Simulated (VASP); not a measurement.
Input of a VASP 6.6.1 run:

File INCAR:

```
SYSTEM = InAs
ALGO = Normal
EDIFF = 1E-6
ENCUT = 520
GGA = PS
ISIF = 2
ISMEAR = -1
LASPH = .TRUE.
LCHARG = .FALSE.
LREAL = .FALSE.
LWAVE = .FALSE.
NBANDS = 16
NELM = 100
PREC = Accurate
SIGMA = 0.1
```

The input KPOINTS:

```
k-points
0
G
  13 13 13
  0 0 0
```

File POSCAR:

```
InAs
1.0
    0.0000000000      2.5340099114      2.5340099114
    2.5340099114      0.0000000000      2.5340099114
    2.5340099114      2.5340099114      0.0000000000
In As
1 1
Direct
    0.0000000000      0.0000000000      0.0000000000
    0.5000000000      0.5000000000      0.5000000000
```

Potentials or basis: VASP PAW PBE potentials, release 64 (In_d, As).

Launch:

```console
$ cat potpaw_PBE.64/In_d/POTCAR potpaw_PBE.64/As/POTCAR > POTCAR
$ mpirun -np 1 vasp_std > vasp.out
```

Question: Estimate the band gap on the k mesh.

Answer: Zero (band 9 reaches 11.52 eV, above the bottom of band 10 at 8.45 eV).

Question: What does it give for the pressure?

Answer: 51.9 GPa.

Caveat: the PAW data sets were made with another functional, which shifts forces and pressure a little; spin-orbit coupling is left out, which moves the levels of the heavy elements.
